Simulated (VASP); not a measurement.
# NaAl15N15 (a cell with a defect) in VASP: further runs

NaAl15N15 (a cell with a defect) is run at these levels: PBE; tasks: single point.

All numbers are computed with VASP 6.6.1; they aren't measurements. Logs are shortened: lines on timing, memory, paths and dates and some standing lists are left out, and cuts for length are marked.

### Step 1. The cell of the first run

The cell holds a defect, 31 atoms: a = 6.260 Å, b = 6.260 Å, c = 10.035 Å, α = 90.00°, β = 90.00°, γ = 120.00°.

### Step 2. Single point, PBE

INCAR

```
SYSTEM = NaAl15N15
PREC     = Accurate       ! precision mode
ENCUT    = 520            ! plane-wave cutoff, eV
EDIFF    = 1E-6           ! SCF threshold, eV
ISMEAR   = 0              ! smearing method
SIGMA    = 0.01           ! smearing width, eV
LREAL    = Auto         
LASPH    = .TRUE.         ! aspherical terms in the spheres
NELM     = 120            ! most SCF steps
ALGO     = Normal         ! electronic algorithm
ISIF     = 2              ! what is computed and relaxed
LWAVE    = .FALSE.        ! write WAVECAR
LCHARG   = .FALSE.        ! write CHGCAR
GGA      = PE             ! functional
NBANDS   = 84             ! bands
NELECT   = 128.0        
GGA_COMPAT= .FALSE.      
ISYM     = -1
```

KPOINTS

```
explicit points
1
Reciprocal
  0.25000000   0.25000000   0.25000000 1
```

POSCAR

```
NaAl15N15
1.0
    6.2595139102      0.0000000601      0.0000000000
   -3.1297570100      5.4208980298      0.0000000000
    0.0000000000      0.0000000000     10.0348065900
Al Na N
15 1 15
Direct
    0.3371211143      0.1626232738      0.2533073010
    0.3315822274      0.1688458538      0.7525980410
    0.1664738213      0.3333933772      0.9957491941
    0.3352993518      0.6662131759      0.2511024421
    0.1680682738      0.8275934293      0.4958667680
    0.3303170333      0.6648638536      0.7503456160
    0.1652599637      0.8338317809      1.0014087137
    0.8339949967      0.1647598468      0.2510474022
    0.6728617463      0.3321259575      0.4958398703
    0.8347578259      0.1695709192      0.7503443527
    0.6659981922      0.3346337002      1.0013851690
    0.8323402505      0.6671045461      0.2522135623
    0.6615115376      0.8385184855      0.4982835054
    0.8314372210      0.6693223720      0.7465316447
    0.6657654236      0.8340752295      0.9994695890
    0.1867647419      0.3132296002      0.4961969201
    0.1711588834      0.3298454809      0.1888538320
    0.3343341223      0.1655615531      0.9428456544
    0.1669338289      0.3323419237      0.7137485877
    0.3453096471      0.6947145170      0.4323896429
    0.1644750681      0.8291025552      0.1899904750
    0.3321216130      0.6728481335      0.9424418276
    0.1680028936      0.8366560854      0.6874725793
    0.8053037373      0.1545332023      0.4323436326
    0.6701053810      0.3345157706      0.1900525690
    0.8269794889      0.1676573209      0.9424147226
    0.6643669837      0.3331756220      0.6873668410
    0.8311951152      0.6689011247      0.4420956495
    0.6696776579      0.8302509789      0.1867638743
    0.8317626433      0.6681768267      0.9377255837
    0.6653858850      0.8343468334      0.6914221270
```

Potentials or basis: VASP PAW PBE potentials, release 64 (Al, Na_pv, N).

Started as:

```sh
$ cat potpaw_PBE.64/Al/POTCAR potpaw_PBE.64/Na_pv/POTCAR potpaw_PBE.64/N/POTCAR > POTCAR
$ mpirun -np 1 vasp_std > vasp.out
```

OUTCAR:

```text
SYSTEM = NaAl15N15
   PREC = Accurate
   ENCUT = 520
   EDIFF = 1E-6
   ISMEAR = 0
   LREAL = Auto
   LASPH = .TRUE.
   NELM = 120
   ISIF = 2
   GGA = PE
   NELECT = 128.0
   ISYM = -1

 ion  position               nearest neighbor table
   1  0.337  0.163  0.253-  25 1.91  21 1.92  17 1.92  16 2.93   5 3.04   9 3.04   7 3.09  11 3.09
                             4 3.10   8 3.10  12 3.13  12 3.13   8 3.16   4 3.16   3 3.18
   2  0.332  0.169  0.753-  19 1.82  18 1.91  23 1.92  27 1.92  16 3.01   3 3.02  11 3.09   7 3.09
                             6 3.11  10 3.11  14 3.13  14 3.13  10 3.15   6 3.15   5 3.17   9 3.17
   3  0.166  0.333  0.996-  18 1.90  22 1.92  26 1.92  17 1.94   2 3.02   6 3.05  10 3.05  11 3.12
                             7 3.12  15 3.13  15 3.13   8 3.13   4 3.13   7 3.14  11 3.14   1 3.18
   4  0.335  0.666  0.251-  20 1.83  21 1.91  29 1.92  17 1.93   5 3.03  13 3.05  15 3.10   1 3.10
                             7 3.10  12 3.11   8 3.12   3 3.13   8 3.14  12 3.15   1 3.16
   5  0.168  0.828  0.496-  20 1.80  28 1.91  23 1.92  16 2.98   4 3.03   1 3.04  12 3.05  13 3.06
                             9 3.10   6 3.10  14 3.11   9 3.16   2 3.17  13 3.21
   6  0.330  0.665  0.750-  19 1.84  31 1.91  23 1.92  22 1.93   3 3.05  15 3.09  10 3.10  13 3.10
                             5 3.10   7 3.10   2 3.11  14 3.12  14 3.14   2 3.15  10 3.16
   7  0.165  0.834  0.001-  22 1.87  18 1.89  21 1.89  30 1.92   2 3.09   1 3.09  12 3.10   6 3.10
                             4 3.10   3 3.12  11 3.12  15 3.13  15 3.13  14 3.13  11 3.13   3 3.14
   8  0.834  0.165  0.251-  24 1.83  25 1.91  29 1.92  17 1.93   9 3.03  13 3.05  15 3.10  11 3.10
                             1 3.10  12 3.11   4 3.12   3 3.13   4 3.14  12 3.15   1 3.16
   9  0.673  0.332  0.496-  24 1.80  28 1.90  27 1.92  16 2.99   8 3.03   1 3.04  12 3.05  13 3.05
                             5 3.10  10 3.10  14 3.11   5 3.16   2 3.17  13 3.21
  10  0.835  0.170  0.750-  19 1.84  31 1.91  27 1.92  26 1.93   3 3.05  15 3.09   9 3.10   6 3.10
                            13 3.10  11 3.10   2 3.11  14 3.12  14 3.14   2 3.15   6 3.16
  11  0.666  0.335  0.001-  26 1.87  18 1.89  25 1.89  30 1.92   2 3.09   1 3.09  12 3.10  10 3.10
                             8 3.10   3 3.12   7 3.12  15 3.13  15 3.13   7 3.13  14 3.14   3 3.14
  12  0.832  0.667  0.252-  29 1.88  28 1.91  21 1.91  25 1.91   9 3.05   5 3.05  13 3.09  11 3.10
                             7 3.10   4 3.11   8 3.11  15 3.11   1 3.13   1 3.13   8 3.15   4 3.15
  13  0.662  0.839  0.498-  24 1.84  20 1.84  28 1.92  31 1.94   4 3.05   8 3.05   9 3.05   5 3.06
                            12 3.09  14 3.10  10 3.10   6 3.10   5 3.21   9 3.21
  14  0.831  0.669  0.747-  31 1.88  27 1.92  23 1.92  30 1.92  13 3.10  15 3.11   5 3.11   9 3.11
                            10 3.12   6 3.12   2 3.13   2 3.13   7 3.13  11 3.14   6 3.14  10 3.14
  15  0.666  0.834  0.999-  29 1.88  26 1.90  22 1.90  30 1.90   6 3.09  10 3.09   4 3.10   8 3.10
                            14 3.11  12 3.11  11 3.13   7 3.13   3 3.13   3 3.13   7 3.13  11 3.13
  16  0.187  0.313  0.496-  24 2.17  20 2.17  19 2.19   1 2.93   5 2.98   9 2.99   2 3.01
  17  0.171  0.330  0.189-   1 1.92   4 1.93   8 1.93   3 1.94
  18  0.334  0.166  0.943-  11 1.89   7 1.89   3 1.90   2 1.91
  19  0.167  0.332  0.714-   2 1.82  10 1.84   6 1.84  16 2.19
  20  0.345  0.695  0.432-   5 1.80   4 1.83  13 1.84  16 2.17
  21  0.164  0.829  0.190-   7 1.89  12 1.91   4 1.91   1 1.92
  22  0.332  0.673  0.942-   7 1.87  15 1.90   3 1.92   6 1.93
  23  0.168  0.837  0.687-   2 1.92   6 1.92  14 1.92   5 1.92
  24  0.805  0.155  0.432-   9 1.80   8 1.83  13 1.84  16 2.17
  25  0.670  0.335  0.190-  11 1.89  12 1.91   8 1.91   1 1.91
  26  0.827  0.168  0.942-  11 1.87  15 1.90   3 1.92  10 1.93
  27  0.664  0.333  0.687-  14 1.92  10 1.92   2 1.92   9 1.92
  28  0.831  0.669  0.442-   9 1.90   5 1.91  12 1.91  13 1.92
  29  0.670  0.830  0.187-  15 1.88  12 1.88   4 1.92   8 1.92
  30  0.832  0.668  0.938-  15 1.90   7 1.92  11 1.92  14 1.92
  31  0.665  0.834  0.691-  14 1.88   6 1.91  10 1.91  13 1.94

IMPORTANT INFORMATION: All symmetrisations will be switched off!
NOSYMM: (Re-)initialisation of all symmetry stuff for point group C_1.

----------------------------------------------------------------------------------------

                                     Primitive cell

  volume of cell :     340.5029

  direct lattice vectors                    reciprocal lattice vectors
     6.259513910  0.000000060  0.000000000     0.159756813  0.092235641  0.000000000
    -3.129757010  5.420898030  0.000000000    -0.000000002  0.184471279  0.000000000
     0.000000000  0.000000000 10.034806590     0.000000000  0.000000000  0.099653141

  length of vectors
     6.259513910  6.259513910 10.034806590     0.184471279  0.184471279  0.099653141

  position of ions in fractional coordinates (direct lattice)
     0.337121114  0.162623274  0.253307301
     0.331582227  0.168845854  0.752598041
     0.166473821  0.333393377  0.995749194
     0.335299352  0.666213176  0.251102442
     0.168068274  0.827593429  0.495866768
     0.330317033  0.664863854  0.750345616
[... 23 lines left out ...]
     0.831762643  0.668176827  0.937725584
     0.665385885  0.834346833  0.691422127

  ion indices of the primitive-cell ions
   primitive index   ion index
                 1           1
                 2           2
                 3           3
                 4           4
                 5           5
                 6           6
[... 23 lines left out ...]
                30          30
                31          31

----------------------------------------------------------------------------------------

 KPOINTS: explicit points

Read explicit list of k-points.

 Found      1 k-points:

 Following reciprocal coordinates:
            Coordinates               Weight
  0.250000  0.250000  0.250000      1.000000
   k-points           NKPTS =      1   k-points in BZ     NKDIM =      1   number of bands    NBANDS=     84
   number of dos      NEDOS =    301   number of ions     NIONS =     31
   total plane-waves  NPLWV = 184320
   dimension x,y,z NGX =    48 NGY =   48 NGZ =   80
   dimension x,y,z NGXF=    96 NGYF=   96 NGZF=  160
   ions per type =              15   1  15
   NGX,Y,Z   is equivalent  to a cutoff of  12.75, 12.75, 13.25 a.u.
   NGXF,Y,Z  is equivalent  to a cutoff of  25.50, 25.50, 26.51 a.u.
 SYSTEM =  NaAl15N15
   PREC   = accura    normal or accurate (medium, high low for compatibility)
   ISTART =      0    job   : 0-new  1-cont  2-samecut
   ICHARG =      2    charge: 1-file 2-atom 10-const
   ISPIN  =      1    spin polarized calculation?
   LNONCOLLINEAR =      F non collinear calculations
   LSORBIT =      F    spin-orbit coupling
   LASPH  =      T    aspherical Exc in radial PAW
   ENCUT  =  520.0 eV  38.22 Ry    6.18 a.u.  11.64 11.64 18.66*2*pi/ulx,y,z
   NELM   =    120;   NELMIN=  2; NELMDL= -5     # of ELM steps
   EDIFF  = 0.1E-05   stopping-criterion for ELM
   LREAL  =      T    real-space projection
   EDIFFG = 0.1E-04   stopping-criterion for IOM
   NSW    =      0    number of steps for IOM
   IBRION =     -1    ionic relax: 0-MD 1-quasi-New 2-CG
   NFREE  =      0    steps in history (QN), initial steepest desc. (CG)
   ISIF   =      2    stress and relaxation
   ISYM   =     -1    0-nonsym 1-usesym 2-fastsym
   POTIM  = 0.5000    time-step for ionic-motion
   TEBEG  =    0.0;   TEEND  =   0.0 temperature during run
   PSTRESS=    0.0 pullay stress
   NELECT =     128.0000    total number of electrons
   NUPDOWN=      -1.0000    fix difference up-down
   EMIN   =  10.00;   EMAX   =-10.00  energy-range for DOS
   EFERMI =   0.00;   METHOD = LEGACY
   ISMEAR =     0;   SIGMA  =   0.01  broadening in eV -4-tet -1-fermi 0-gaus
   EFERMI_NEDOS =   21; number of points for ismear=-14 and -15
   IALGO  =     38    algorithm
   IMIX   =      4    mixing-type and parameters
     AMIX     =   0.40;   BMIX     =  1.00
     AMIX_MAG =   1.60;   BMIX_MAG =  1.00
  volume/ion in A,a.u.               =      10.98        74.12
  Fermi-wavevector in a.u.,A,eV,Ry     =   1.181511  2.232733 18.993310  1.395969
  Thomas-Fermi vector in A             =   2.317783
   LORBIT       =      0    0 simple, 1 ext, 2 COOP (PROOUT), +10 PAW based schemes
   GGA     = PE    functional components
   LHFCALC =     F    Hartree Fock is set to
   AEXX    =    0.0000 exact exchange contribution
   IVDW    =     0    specifies the selected vdW correction
   LEPSILON=     F    determine dielectric tensor
   LRPA    =     F    only Hartree local field effects (RPA)
 non-spin polarized calculation
 Gauss-broadening in eV      SIGMA  =   0.01
  energy-cutoff  :      520.00
  volume of cell :      340.50
 maximum number of plane-waves:      9148
 NGX is ok and might be reduce to    48
   NGX = 23   NGY = 23   NGZ = 37

 number of electron     128.0000011 magnetization

 Free energy of the ion-electron system (eV)
  ---------------------------------------------------
  ext. energy  EPLUGINS =         0.00000000
  ---------------------------------------------------
  free energy    TOTEN  =      -214.90430951 eV

  energy without entropy =     -214.90430951  energy(sigma->0) =     -214.90430951

 E-fermi :   6.8940     XC(G=0): -10.7343

 val. band max:        6.7744958369   @ k =   0.2500   0.2500   0.2500
 cond. band min:       9.2637124951   @ k =   0.2500   0.2500   0.2500
 fundamental gap:      2.4892166582
 Fermi energy:         6.8939643941

 k-point     1 :       0.2500    0.2500    0.2500
  band No.  band energies     occupation
      1     -14.9901      2.00000
      2     -14.9669      2.00000
      3     -14.9611      2.00000
      4      -9.0044      2.00000
      5      -8.5248      2.00000
      6      -8.4230      2.00000
[... 68 lines left out ...]
     75      12.4170      0.00000
     76      12.5526      0.00000
 [bands above 76 left out]

------------------------ aborting loop because EDIFF is reached ----------------------------------------

  FORCE on cell =-STRESS in cart. coord.  units (eV):
  Direction    XX          YY          ZZ          XY          YZ          ZX
  --------------------------------------------------------------------------------------
  -------------------------------------------------------------------------------------
  Total       15.9387309      9.1693056     18.4889980     -5.9354618      0.9048447     -1.0536806
  in kB       74.9969265     43.1445728     86.9967649    -27.9282833      4.2575896     -4.9579108
  external PRESSURE =      68.3794214 kB  Pullay stress =       0.0000000 kB

 VOLUME and BASIS-vectors are now :
 -----------------------------------------------------------------------------
  energy-cutoff  :      520.00
  volume of cell :      340.50
      direct lattice vectors                 reciprocal lattice vectors
     6.259513910  0.000000060  0.000000000     0.159756813  0.092235641  0.000000000
    -3.129757010  5.420898030  0.000000000    -0.000000002  0.184471279  0.000000000
     0.000000000  0.000000000 10.034806590     0.000000000  0.000000000  0.099653141

 POSITION                                       TOTAL-FORCE (eV/Angst)
 -----------------------------------------------------------------------------------
      1.60124      0.88156      2.54189         0.004711     -0.003091      0.007315
      1.54710      0.91530      7.55218         0.016575     -0.011924      0.000138
     -0.00140      1.80729      9.99215        -0.006117      0.004653     -0.020585
      0.01373      3.61147      2.51976        -0.000671     -0.012182     -0.024420
     -1.53814      4.48630      4.97593         0.000439     -0.004080      0.000961
     -0.01324      3.60416      7.52957         0.008354      0.003419      0.001544
[... 23 lines left out ...]
      3.11520      3.62212      9.40989         0.001287     -0.000572     -0.012277
      1.55369      4.52291      6.93829        -0.008209      0.005314     -0.014358
 -----------------------------------------------------------------------------------
    total drift:                               -0.007627      0.001604     -0.002708

  FREE ENERGIE OF THE ION-ELECTRON SYSTEM (eV)
  ---------------------------------------------------
  free  energy   TOTEN  =      -214.9043095052 eV

  energy  without entropy=     -214.9043095052  energy(sigma->0) =     -214.90430951
```

It took 2 min on 1 thread of Intel Xeon 6975P-C (Granite Rapids), shared host; peak memory 0.41 GiB.

What came out:

* Free energy: -214.9043 eV
* Largest force: 0.033 eV/Å

Forces on the atoms (eV/Å):
```
Al   0.005 -0.003  0.007
Al   0.017 -0.012  0.000
Al  -0.006  0.005 -0.021
Al  -0.001 -0.012 -0.024
Al   0.000 -0.004  0.001
Al   0.008  0.003  0.002
Al   0.003 -0.003  0.002
Al   0.010  0.006 -0.024
Al   0.005  0.004  0.003
Al   0.002 -0.010  0.002
Al   0.004 -0.001  0.002
Al  -0.004  0.001 -0.010
Al   0.013 -0.008 -0.003
Al   0.000  0.001  0.025
Al  -0.010  0.006  0.012
Na   0.018 -0.010 -0.006
N   -0.022  0.013  0.021
N   -0.005  0.003 -0.006
N   -0.013  0.009 -0.006
N   -0.008  0.001  0.017
N    0.006 -0.009 -0.001
N    0.008  0.000  0.006
N   -0.004  0.015 -0.007
N   -0.006  0.007  0.018
N    0.011 -0.001 -0.002
N    0.003 -0.007  0.006
N   -0.015 -0.003 -0.008
N   -0.010  0.003  0.004
N   -0.003  0.002  0.015
N    0.001 -0.001 -0.012
N   -0.008  0.005 -0.014
```

Caveat: the cell carries a net charge on a neutralising background, which shifts energy and pressure; the cell is charged against a uniform background, so pressure and absolute levels hang on convention.

(Continued in part 2 of 3.)
